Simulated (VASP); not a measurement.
Here is a VASP 6.6.1 calculation.

The input INCAR:

```
SYSTEM = AlCu5
PREC = Accurate
ENCUT = 520
EDIFF = 1E-6
ISMEAR = 0
SIGMA = 0.1
LREAL = .FALSE.
LASPH = .TRUE.
NELM = 60
ALGO = Fast
ISIF = 2
LWAVE = .FALSE.
LCHARG = .FALSE.
GGA = PE
NBANDS = 38
```

KPOINTS

```
Automatic mesh
0
G
  6 6 2
  0 0 0
```

File POSCAR:

```
AlCu5
1.0
    3.0258972668      0.0000000000      0.0000000000
    0.0000000000      3.0258972668      0.0000000000
    0.0000000000      0.0000000000      8.1334903756
Al Cu
1 5
Direct
    0.0000000000      0.0000000000      0.5000000000
    0.0000000000      0.0000000000      0.8359318743
    0.5000000000      0.5000000000      0.6712190876
    0.5000000000      0.5000000000      0.3287809124
    0.0000000000      0.0000000000      0.1640681257
    0.5000000000      0.5000000000      0.0000000000
```

Potentials or basis: VASP PAW PBE potentials, release 64 (Al, Cu).

Run with:

```sh
$ cat potpaw_PBE.64/Al/POTCAR potpaw_PBE.64/Cu/POTCAR > POTCAR
$ mpirun -np 1 vasp_std > vasp.out
```

(1) Predict the pressure.

(2) Estimate the band gap on the k mesh.

Results:

(1) 0.2 GPa.

(2) zero (bands 29 and 30 overlap by 2.94 eV).

Caveat: the k points lie up to 0.39 Å⁻¹ apart, too coarse for converged energies and pressures of a metal.
